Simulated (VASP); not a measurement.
Here is a VASP 6.6.1 calculation.

The input INCAR:

```
SYSTEM = BN
ALGO = Normal ; EDIFF = 1E-6
ENCUT = 600 ; GGA = PS
GGA_COMPAT = .FALSE. ; ISIF = 2
ISMEAR = 0 ; LASPH = .TRUE.
LCHARG = .FALSE. ; LREAL = .FALSE.
LWAVE = .FALSE. ; NBANDS = 11
NELM = 120 ; PREC = Accurate
SIGMA = 0.1
```

KPOINTS

```
k-points
0
G
  10 10 10
  0 0 0
```

POSCAR

```
BN
1.0
    0.0000000000      1.7378284745      1.7378284745
    1.7378284745      0.0000000000      1.7378284745
    1.7378284745      1.7378284745      0.0000000000
B N
1 1
Direct
    0.0000000000      0.0000000000      0.0000000000
    0.2500000000      0.2500000000      0.2500000000
```

Potentials or basis: VASP PAW PBE potentials, release 64 (B, N).

The run is started by

```sh
$ cat potpaw_PBE.64/B/POTCAR potpaw_PBE.64/N/POTCAR > POTCAR
$ mpirun -np 1 vasp_std > vasp.out
```

(1) What does it give for the pressure?

(2) Predict the band gap on the k mesh.

Results:

(1) 52.7 GPa.

(2) 4.39 eV, indirect (least direct gap 9.32 eV).

Caveat: the PAW data sets were made with another functional, which shifts forces and pressure a little.
